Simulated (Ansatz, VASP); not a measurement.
**One calculation of Ti, two programs**

```xyz
2
Lattice="2.9391 0.0000 0.0000 -1.4695 2.5453 0.0000 0.0000 0.0000 4.6560" Properties=species:S:1:pos:R:3 pbc="T T T"
Ti    0.0000    1.6969    1.1640
Ti    1.4695    0.8484    3.4920
```

Alike in both runs: task single point; functional PBE; k mesh 12 × 12 × 7; occupations fermi-dirac, width 0.3 eV; no spin polarisation.

|  | VASP | Ansatz |
| --- | --- | --- |
| version | VASP 6.6.1 | Ansatz 0.2.0 |
| potentials or method | VASP PAW PBE potentials, release 64 (Ti_sv), cutoff 520 eV | plane waves (420 eV) with PAW, scalar-relativistic |
| valence electrons in the cell | 24 | 24 |

```csv
,VASP,Ansatz,Ansatz less VASP
pressure (GPa),1.9,2.1,+0.22
"traceless stress, the component that is largest in VASP (GPa)",0.77,0.78,+0.004
```
